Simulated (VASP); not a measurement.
The system is SiO2.

```
CELL_PARAMETERS angstrom
4.97270 0.00000 0.00000
0.00000 4.97270 0.00000
0.00000 0.00000 6.92570
ATOMIC_POSITIONS crystal
Si 0.30070 0.30070 0.00000
Si 0.19930 0.80070 0.25000
Si 0.69930 0.69930 0.50000
Si 0.80070 0.19930 0.75000
O 0.23900 0.10410 0.17870
O 0.39590 0.73900 0.42870
O 0.76100 0.89590 0.67870
O 0.60410 0.26100 0.92870
O 0.73900 0.39590 0.57130
O 0.89590 0.76100 0.32130
O 0.26100 0.60410 0.07130
O 0.10410 0.23900 0.82130
```

| Property | Result |
| --- | --- |
| Program | VASP 6.6.1 |
| Task | relaxation of the atoms |
| Functional | PBE |
| Potentials or basis | VASP PAW PBE potentials, release 64 (Si, O) |
| Cutoff | 520 eV |
| k mesh | 6 × 6 × 5 |
| Occupations | fermi-dirac, width 0.02 eV |
| Spin | no spin polarisation |

At the start: pressure 7.7 GPa; volume 14.27 Å³/atom.

How do energy, volume and symmetry change on relaxing?

Over 17 steps the energy falls by 11.6 meV/atom at a fixed cell; space group P4_12_12 (No. 92, to 0.1 Å) before and after.

The path:
```
step  energy change (eV)  largest force (eV/Å)  pressure (GPa)
   1              0.0000                0.4781            7.65
   2             -0.0517                0.5728            5.88
   3             -0.0521                0.6469            5.71
   4             -0.0792                0.5345            4.90
   5             -0.1117                0.2558            2.73
   6             -0.1151                0.2034            2.73
   7             -0.1226                0.1732            2.73
   8             -0.1251                0.3144            2.74
   9             -0.1261                0.2657            2.74
  10             -0.1286                0.2154            2.71
  11             -0.1329                0.1013            2.62
  12             -0.1333                0.1024            2.59
  13             -0.1339                0.0971            2.52
  14             -0.1356                0.0818            2.32
  15             -0.1381                0.0509            1.92
  16             -0.1396                0.0240            1.12
  17             -0.1397                0.0196            1.27
```

Final structure:
```xyz
12
Lattice="4.9727 0.0000 0.0000 0.0000 4.9727 0.0000 0.0000 0.0000 6.9257" Properties=species:S:1:pos:R:3 pbc="T T T"
Si    1.5209    1.5209    0.0000
Si    0.9654    4.0073    1.7314
Si    3.4518    3.4518    3.4628
Si    4.0073    0.9654    5.1943
O     1.1775    0.5816    1.2826
O     1.9048    3.6638    3.0140
O     3.7952    4.3911    4.7455
O     3.0679    1.3089    6.4769
O     3.6638    1.9048    3.9117
O     4.3911    3.7952    2.1802
O     1.3089    3.0679    0.4488
O     0.5816    1.1775    5.6431
```
